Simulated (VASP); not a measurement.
BaTiO3:

```
Ba Ti O
1.0
     3.99980    0.00000    0.00000
     0.00000    3.99980    0.00000
     0.00000    0.00000    4.01800
Ba Ti O
1 1 3
Cartesian
  0.0000 0.0000 0.0000
  1.9999 1.9999 1.9688
  1.9999 1.9999 0.0763
  1.9999 0.0000 2.0773
  0.0000 1.9999 2.0773
```

- Program: VASP 6.6.1
- Task: relaxation of cell and atoms
- Functional: PBEsol
- Potentials or basis: VASP PAW PBE potentials, release 64 (Ba_sv, Ti_sv, O)
- Cutoff: 600 eV
- k mesh: 6 × 6 × 6
- Occupations: gaussian, width 0.01 eV
- Spin: no spin polarisation

At the start: pressure -2.2 GPa; volume 12.86 Å³/atom.

Q: Where does the relaxation end?

A: Over 12 steps the energy falls by 3.0 meV/atom and the volume is 12.79 Å³/atom (-0.5 %); space group P4mm (No. 99, to 0.05 Å).

The path:
```
step  energy change (eV)  largest force (eV/Å)  pressure (GPa)  volume (Å³)
   1              0.0000                0.3271           -2.16        64.28
   2             -0.0030                0.0385            2.68        62.68
   3             -0.0086                0.1445            0.45        63.38
   4             -0.0113                0.0857            0.31        63.51
   5             -0.0129                0.0935            0.12        63.73
   6             -0.0138                0.0541           -0.14        63.88
   7             -0.0142                0.0675           -0.42        64.06
   8             -0.0146                0.0603            0.09        63.92
   9             -0.0146                0.0605            0.09        63.92
  10             -0.0148                0.0383            0.06        63.94
  11             -0.0149                0.0273            0.03        63.95
  12             -0.0150                0.0069            0.00        63.97
```

Final structure:
```yaml
crystal:
  lattice:
    - [3.96678, 0.00000, 0.00000]
    - [0.00000, 3.96678, 0.00000]
    - [0.00000, 0.00000, 4.06558]
  atoms:
    - { symbol: Ba, position: [0.00000, 0.00000, 0.99870] }
    - { symbol: Ti, position: [0.50000, 0.50000, 0.48197] }
    - { symbol: O, position: [0.50000, 0.50000, 0.02894] }
    - { symbol: O, position: [0.50000, 0.00000, 0.51669] }
    - { symbol: O, position: [0.00000, 0.50000, 0.51669] }
```

Caveat: the PAW data sets were made with another functional, which shifts forces and pressure a little.
